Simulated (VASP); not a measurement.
Wanted: the native input for a VASP 6.6.1 run.

```
Task                   : single point
Functional             : r2SCAN
Potentials or basis    : VASP PAW PBE potentials, release 64 (Hg)
Cutoff                 : 520 eV
k mesh                 : 8 × 8 × 11
Occupations            : fermi-dirac, width 0.1 eV
Spin                   : no spin polarisation
Dipole correction      : no
Further INCAR settings : ALGO = Normal; EDIFF = 1e-06; NBANDS = 25
```

Crystal: Hg.

```xyz
3
Lattice="5.2791 0.0000 0.0000 -2.6395 4.5718 0.0000 0.0000 0.0000 3.0874" Properties=species:S:1:pos:R:3 pbc="T T T"
Hg    2.6395    4.5718    0.0000
Hg    0.0000    3.0479    1.5437
Hg    2.6395    1.5239    1.5437
```

These files were run (other wordings do the same):

POSCAR

```
Hg
1.0
    5.2790553048      0.0000000000      0.0000000000
   -2.6395276524      4.5717960019      0.0000000000
    0.0000000000      0.0000000000      3.0874055819
Hg
3
Direct
    1.0000000000      1.0000000000      0.0000000000
    0.3333333333      0.6666666667      0.5000000000
    0.6666666667      0.3333333333      0.5000000000
```

INCAR.step1

```
SYSTEM = Hg
PREC     = Accurate       ! precision mode
ENCUT    = 520            ! plane-wave cutoff, eV
ISMEAR   = -1             ! smearing method
SIGMA    = 0.1            ! smearing width, eV
LREAL    = .FALSE.        ! projectors in reciprocal space
LASPH    = .TRUE.         ! aspherical terms in the spheres
NELM     = 100            ! most SCF steps
NBANDS   = 25             ! bands
GGA      = PE             ! functional
ALGO     = Normal         ! electronic algorithm
EDIFF    = 1E-4           ! SCF threshold, eV
LWAVE    = .TRUE.         ! write WAVECAR
LCHARG   = .FALSE.        ! write CHGCAR
```

INCAR.step2

```
SYSTEM = Hg
PREC     = Accurate       ! precision mode
ENCUT    = 520            ! plane-wave cutoff, eV
EDIFF    = 1E-6           ! SCF threshold, eV
ISMEAR   = -1             ! smearing method
SIGMA    = 0.1            ! smearing width, eV
LREAL    = .FALSE.        ! projectors in reciprocal space
LASPH    = .TRUE.         ! aspherical terms in the spheres
NELM     = 100            ! most SCF steps
ALGO     = Normal         ! electronic algorithm
ISIF     = 2              ! what is computed and relaxed
LWAVE    = .FALSE.        ! write WAVECAR
LCHARG   = .FALSE.        ! write CHGCAR
METAGGA  = R2SCAN         ! meta-GGA
LMIXTAU  = .TRUE.       
NBANDS   = 25             ! bands
ISTART   = 1
```

KPOINTS

```
Automatic mesh
0
G
  8 8 11
  0 0 0
```

Potentials or basis: VASP PAW PBE potentials, release 64 (Hg).

Run with:

```console
$ cat potpaw_PBE.64/Hg/POTCAR > POTCAR
$ cp INCAR.step1 INCAR
$ mpirun -np 1 vasp_std > vasp.out
$ cp INCAR.step2 INCAR
$ mpirun -np 1 vasp_std > vasp.out
```

Results of the run:

| Property | Result |
| --- | --- |
| Pressure | 2.6 GPa |
| Band gap on the k mesh | zero (bands 18 and 19 overlap by 3.46 eV) |

Caveat: the PAW data sets were made with another functional, which shifts forces and pressure a little; spin-orbit coupling is left out, which moves the levels of the heavy elements.

Run time: 6.2 min on 1 thread of Oxide Virtual Turin-like Processor, with other jobs on the host, peak memory 0.21 GiB.
